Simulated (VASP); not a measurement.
# NaCdBr3 in VASP: further runs, part 2 of 2

VASP 6.6.1.

### Step 3. Single point, r2SCAN

POSCAR reads:

```
NaCdBr3
1.0
    5.4640720555      0.0000000000      0.0000000000
    0.0000000000      5.4640720555      0.0000000000
    0.0000000000      0.0000000000      5.4640720555
Na Cd Br
1 1 3
Direct
    0.0000000000      0.0000000000      0.0000000000
    0.5000000000      0.5000000000      0.5000000000
    0.5000000000      0.5000000000      0.0000000000
    0.5000000000      0.0000000000      0.5000000000
    0.0000000000      0.5000000000      0.5000000000
```

INCAR.step1 reads:

```
PREC = Accurate ; ENCUT = 520
ISMEAR = 0 ; SIGMA = 0.01
LREAL = F ; LASPH = T
NELM = 80 ; NBANDS = 28
GGA = PE ; ALGO = Normal
EDIFF = 1E-4 ; LWAVE = T
LCHARG = F
```

INCAR.step2 reads:

```
PREC = Accurate ; ENCUT = 520
EDIFF = 1E-7 ; ISMEAR = 0
SIGMA = 0.01 ; LREAL = F
LASPH = T ; NELM = 80
ALGO = Normal ; ISIF = 2
LWAVE = F ; LCHARG = F
METAGGA = R2SCAN ; LMIXTAU = T
NBANDS = 28 ; ISTART = 1
```

KPOINTS reads:

```
Automatic mesh
0
Gamma
  6 6 6
```

Potentials or basis: VASP PAW PBE potentials, release 64 (Na_pv, Cd, Br).

Run with:

```bash
> cat potpaw_PBE.64/Na_pv/POTCAR potpaw_PBE.64/Cd/POTCAR potpaw_PBE.64/Br/POTCAR > POTCAR
> cp INCAR.step1 INCAR
> mpirun -np 1 vasp_std > vasp.out
> cp INCAR.step2 INCAR
> mpirun -np 1 vasp_std > vasp.out
```

OUTCAR:

```text
PREC = Accurate
   ENCUT = 520
   EDIFF = 1E-7
   ISMEAR = 0
   LREAL = F
   LASPH = T
   NELM = 80
   ISIF = 2
   METAGGA = R2SCAN
   ISTART = 1

 ion  position               nearest neighbor table
   1  0.000  0.000  0.000-
   2  0.500  0.500  0.500-   3 2.73   4 2.73   5 2.73   3 2.73   4 2.73   5 2.73
   3  0.500  0.500  0.000-   2 2.73   2 2.73
   4  0.500  0.000  0.500-   2 2.73   2 2.73
   5  0.000  0.500  0.500-   2 2.73   2 2.73
[... 816 lines left out ...]
  Direction    XX          YY          ZZ          XY          YZ          ZX
  --------------------------------------------------------------------------------------
  -------------------------------------------------------------------------------------
  Total        0.1567667      0.1567667      0.1567667      0.0000000      0.0000000      0.0000000
  in kB        1.5396256      1.5396256      1.5396256      0.0000000      0.0000000      0.0000000
  external PRESSURE =       1.5396256 kB  Pullay stress =       0.0000000 kB

 VOLUME and BASIS-vectors are now :
 -----------------------------------------------------------------------------
  energy-cutoff  :      520.00
  volume of cell :      163.14
      direct lattice vectors                 reciprocal lattice vectors
     5.464072055  0.000000000  0.000000000     0.183013692  0.000000000  0.000000000
     0.000000000  5.464072055  0.000000000     0.000000000  0.183013692  0.000000000
     0.000000000  0.000000000  5.464072055     0.000000000  0.000000000  0.183013692

 POSITION                                       TOTAL-FORCE (eV/Angst)
 -----------------------------------------------------------------------------------
      0.00000      0.00000      0.00000         0.000000      0.000000      0.000000
      2.73204      2.73204      2.73204         0.000000      0.000000      0.000000
      2.73204      2.73204      0.00000         0.000000      0.000000      0.000000
      2.73204      0.00000      2.73204         0.000000      0.000000      0.000000
      0.00000      2.73204      2.73204         0.000000      0.000000      0.000000
 -----------------------------------------------------------------------------------
    total drift:                                0.000000     -0.000000     -0.000000

  FREE ENERGIE OF THE ION-ELECTRON SYSTEM (eV)
  ---------------------------------------------------
  free  energy   TOTEN  =       -69.2275571582 eV

  energy  without entropy=      -69.2275571582  energy(sigma->0) =      -69.22755716
```

OUTCAR.step1:

```text
PREC = Accurate
   ENCUT = 520
   ISMEAR = 0
   LREAL = F
[... 846 lines left out ...]
      2.73204      2.73204      2.73204         0.000000      0.000000      0.000000
      2.73204      2.73204      0.00000         0.000000      0.000000      0.000000
      2.73204      0.00000      2.73204         0.000000      0.000000      0.000000
      0.00000      2.73204      2.73204         0.000000      0.000000      0.000000
 -----------------------------------------------------------------------------------
    total drift:                                0.000000     -0.000000     -0.000000

  FREE ENERGIE OF THE ION-ELECTRON SYSTEM (eV)
  ---------------------------------------------------
  free  energy   TOTEN  =       -11.8238104954 eV

  energy  without entropy=      -11.8238104954  energy(sigma->0) =      -11.82381050
```

It took 13 min on 1 thread of AMD EPYC, shared host; peak memory 0.3 GiB.

Results:

- Free energy: -69.2276 eV
- Pressure: 0.2 GPa
- Band gap on the k mesh: 1.49 eV (least direct gap 2.06 eV)

Caveat: the PAW data sets were made with another functional, which shifts forces and pressure a little. A k mesh can miss the band edges.

### Step 4. Single point, PBE (uniaxial x strain -2.5%)

INCAR reads:

```
SYSTEM = NaCdBr3
  ALGO = Normal
  EDIFF = 1E-7
  ENCUT = 520
  GGA = PE
  ISIF = 2
  ISMEAR = -1
  LASPH = .True.
  LCHARG = .False.
  LREAL = .False.
  LWAVE = .False.
  NBANDS = 28
  NELM = 60
  PREC = Accurate
  SIGMA = 0.02
```

KPOINTS reads:

```
k-points
0
Gamma
  6 6 6
  0 0 0
```

POSCAR: that of step 3 with these lines changed.

```diff
@@ -2,3 +2,3 @@
 1.0
-    5.4640720555      0.0000000000      0.0000000000
+    5.3274702541      0.0000000000      0.0000000000
     0.0000000000      5.4640720555      0.0000000000
```

Run with:

```bash
> cat potpaw_PBE.64/Na_pv/POTCAR potpaw_PBE.64/Cd/POTCAR potpaw_PBE.64/Br/POTCAR > POTCAR
> mpirun -np 1 vasp_std > vasp.out
```

Wall time 6.1 min (1 thread of AMD EPYC, shared host); peak memory 0.31 GiB.

Results (log left out):

```yaml
Free_energy: -11.7807 eV
Pressure: 1.8 GPa
Band_gap_on_the_k_mesh: 0.81 eV (least direct gap 1.49 eV)
```

Stress tensor (GPa, compression positive):
```
2.51 0.00 0.00
0.00 1.41 0.00
0.00 0.00 1.41
```

Levels at points of the mesh, in eV from the valence-band top:
```tsv
k point	band 17	band 18	band 19	band 20	band 21	band 22	band 23	band 24
(0.00, 0.00, 0.00)	-0.85	-0.71	-0.68	-0.68	0.81	3.07	6.94	6.97
(0.50, 0.00, 0.00)	-1.16	-1.06	-0.76	-0.76	4.06	4.85	5.39	7.54
(0.00, 0.50, 0.00)	-1.09	-1.06	-0.75	-0.74	3.73	4.73	5.43	7.36
(0.50, 0.50, 0.00)	-1.13	-1.09	-0.16	-0.04	4.99	5.76	6.18	6.40
(0.00, 0.50, 0.50)	-1.06	-1.06	-0.20	-0.12	5.04	5.52	6.26	6.26
(0.50, 0.50, 0.50)	-0.15	-0.15	-0.11	0.00	3.80	5.32	5.32	5.56
```

Caveat: the cell differs from its parent crystal (uniaxial x strain -2.5%).

### Step 5. Single point, PBE (shear xy strain +1.5%)

INCAR reads:

```
SYSTEM = NaCdBr3
ALGO = Normal
EDIFF = 1E-6
ENCUT = 520
GGA = PE
ISIF = 2
ISMEAR = -1
LASPH = .True.
LCHARG = .False.
LREAL = .False.
LWAVE = .False.
NBANDS = 28
NELM = 80
PREC = Accurate
SIGMA = 0.02
```

KPOINTS is that of step 4.

POSCAR: that of step 4 with these lines changed.

```diff
@@ -2,4 +2,4 @@
 1.0
-    5.3274702541      0.0000000000      0.0000000000
-    0.0000000000      5.4640720555      0.0000000000
+    5.4640720555      0.0409805404      0.0000000000
+    0.0409805404      5.4640720555      0.0000000000
     0.0000000000      0.0000000000      5.4640720555
```

Run with:

```bash
> cat potpaw_PBE.64/Na_pv/POTCAR potpaw_PBE.64/Cd/POTCAR potpaw_PBE.64/Br/POTCAR > POTCAR
> mpirun -np 1 vasp_std > vasp.out
```

Wall time 6.2 min (1 thread of AMD EPYC, shared host); peak memory 0.36 GiB.

Results (log left out):

| Property | Result |
| --- | --- |
| Free energy | -11.8230 eV |
| Pressure | 0.9 GPa |
| Band gap on the k mesh | 0.82 eV (least direct gap 1.37 eV) |

Stress tensor (GPa, compression positive):
```
 0.94 -0.10  0.00
-0.10  0.94  0.00
 0.00  0.00  0.94
```

Levels at points of the mesh, in eV from the valence-band top:
```tsv
k point	band 16	band 17	band 18	band 19	band 20	band 21	band 22	band 23	band 24	band 25
(0.00, 0.00, 0.00)	-0.76	-0.74	-0.60	-0.58	-0.55	0.82	3.17	7.06	7.06	7.91
(0.50, 0.00, 0.00)	-0.99	-0.99	-0.93	-0.64	-0.64	3.78	4.81	5.50	7.39	7.70
(0.50, 0.50, 0.00)	-1.26	-0.98	-0.95	-0.09	-0.01	5.04	5.56	6.26	6.32	6.86
(0.00, 0.00, 0.50)	-1.01	-0.98	-0.93	-0.69	-0.58	3.78	4.81	5.50	7.39	7.66
(0.50, 0.00, 0.50)	-1.27	-0.97	-0.97	-0.08	-0.03	5.04	5.56	6.29	6.29	6.86
(0.50, 0.50, 0.50)	-0.08	-0.07	-0.06	-0.02	0.00	3.90	5.42	5.45	5.49	7.39
```

Caveat: the cell differs from its parent crystal (shear xy strain +1.5%). A k mesh can miss the band edges.

### Step 6. Overview

| level | cell | smearing | gap on the mesh (eV) | pressure (GPa) |
| --- | --- | --- | --- | --- |
| PBE | a = 5.464 Å, 5 atoms | fermi-dirac 0.02 eV | 0.84 | 0.9 |
| r2SCAN | a = 5.464 Å, 5 atoms | gaussian 0.01 eV | 1.49 | 0.2 |
| PBE | a = 5.327, b = 5.464, c = 5.464 Å, 5 atoms | fermi-dirac 0.02 eV | 0.81 | 1.8 |
| PBE | a = 5.464 Å, angles 90.0, 90.0, 89.1°, 5 atoms | fermi-dirac 0.02 eV | 0.82 | 0.9 |

Alike in all rows: task single point; potentials or basis VASP PAW PBE potentials, release 64 (Na_pv, Cd, Br); no spin polarisation; k mesh 6 × 6 × 6; cutoff (eV) 520.

Caveats: the PAW data sets were made with another functional, which shifts forces and pressure a little (at least some runs).

Total energies depend on the potentials used, so only differences within one code and one set of settings carry meaning.
